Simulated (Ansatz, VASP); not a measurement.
One calculation of InAs, two programs

```
In As
1.0
     6.18676    0.00000    0.00000
     0.00000   -6.18676    0.00000
     0.00000    0.00000   -6.18676
In As
4 4
Direct
  0.00000 0.00000 0.00000
  0.50000 0.50000 0.00000
  0.50000 0.00000 0.50000
  0.00000 0.50000 0.50000
  0.75000 0.75000 0.75000
  0.25000 0.25000 0.75000
  0.25000 0.75000 0.25000
  0.75000 0.25000 0.25000
```

Alike in both runs: task single point; functional PBE; k mesh 6 × 6 × 6; occupations gaussian, width 0.15 eV; no spin polarisation.

|  | VASP | Ansatz |
| --- | --- | --- |
| version | VASP 6.6.1 | Ansatz 0.2.0 |
| potentials or method | VASP PAW PBE potentials, release 64 (In_d, As), cutoff 520 eV | scalar-relativistic, plane waves, PAW |
| valence electrons in the cell | 72 | 112 |

```csv
,VASP,Ansatz,Ansatz less VASP
gap on the k mesh at the Fermi level (eV),none,none,-
pressure (GPa),0.0,0.0,-0.05
```

A gap of «none» marks a metal or a gap that the smearing closes. VASP's potentials hold 72 valence electrons a cell and Ansatz's 112, so a difference there can come from the potentials and not from the codes.
